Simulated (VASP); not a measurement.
Input of a VASP 6.6.1 run:

INCAR

```
ALGO = Normal
EDIFF = 1E-7
ENCUT = 520
GGA = PS
ISIF = 2
ISMEAR = 0
LASPH = T
LCHARG = F
LREAL = F
LWAVE = F
NBANDS = 11
NELM = 100
PREC = Accurate
SIGMA = 0.05
```

The input KPOINTS:

```
k-points
0
Gamma
  12 12 12
```

File POSCAR:

```
SiC
1.0
    0.0000000000      2.2568916689      2.2568916689
    2.2568916689      0.0000000000      2.2568916689
    2.2271006988      2.2271006988      0.0297909700
Si C
1 1
Direct
    0.0000000000      0.0000000000      0.0000000000
    0.7500000000      0.7500000000      0.7500000000
```

Potentials or basis: VASP PAW PBE potentials, release 64 (Si, C).

Launch:

```sh
$ cat potpaw_PBE.64/Si/POTCAR potpaw_PBE.64/C/POTCAR > POTCAR
$ mpirun -np 1 vasp_std > vasp.out
```

Estimate the band gap on the k mesh.

1.24 eV, indirect (least direct gap 4.24 eV).

Estimate the largest force.

0.119 eV/Å.

What does it give for the pressure?

-15.7 GPa.

Stress tensor (GPa, compression positive):
```
-15.74   2.93  -2.93
  2.93 -15.74  -2.93
 -2.93  -2.93 -15.74
```

Caveat: the PAW data sets were made with another functional, which shifts forces and pressure a little. Expect the measured gap to be larger: semilocal functionals such as PBEsol lack the derivative discontinuity.
